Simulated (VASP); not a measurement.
A run of VASP 6.6.1 is set up as follows.

POSCAR

```
Se
1.0
    5.6838113956      3.2815500393      1.5923534641
   -5.6838113956      3.2815500393      1.5923534641
    0.0000000000     -6.5631000786      1.5923534640
Se
6
Direct
    0.2735102631      0.1520365550      0.9084285713
    0.9084285713      0.2735102631      0.1520365550
    0.1520365550      0.9084285713      0.2735102631
    0.7264897369      0.8479634450      0.0915714287
    0.0915714287      0.7264897369      0.8479634450
    0.8479634450      0.0915714287      0.7264897369
```

INCAR.step1

```
PREC = Accurate
ENCUT = 550
ISMEAR = -1
SIGMA = 0.05
LREAL = False
LASPH = True
NELM = 120
NBANDS = 27
GGA = PE
ALGO = Normal
EDIFF = 1E-5
LWAVE = True
LCHARG = False
GGA_COMPAT = False
```

The input INCAR.step2:

```
PREC = Accurate
ENCUT = 550
EDIFF = 1E-6
ISMEAR = -1
SIGMA = 0.05
LREAL = False
LASPH = True
NELM = 120
ALGO = Normal
ISIF = 2
LWAVE = False
LCHARG = True
METAGGA = R2SCAN
LMIXTAU = True
LELF = True
LVHAR = True
NBANDS = 27
ISTART = 1
GGA_COMPAT = False
```

KPOINTS

```
Automatic mesh
0
Gamma
  7 7 7
```

Potentials or basis: VASP PAW PBE potentials, release 64 (Se).

Launch:

```sh
$ cat potpaw_PBE.64/Se/POTCAR > POTCAR
$ cp INCAR.step1 INCAR
$ mpirun -np 1 vasp_std > vasp.out
$ cp INCAR.step2 INCAR
$ mpirun -np 1 vasp_std > vasp.out
```

(1) Estimate the largest force.

(2) Estimate the band gap on the k mesh.

(3) Estimate the pressure.

Answers

(1) 0.004 eV/Å.

(2) 1.68 eV (least direct gap 1.92 eV).

(3) 0.0 GPa.

Caveat: the PAW data sets were made with another functional, which shifts forces and pressure a little.
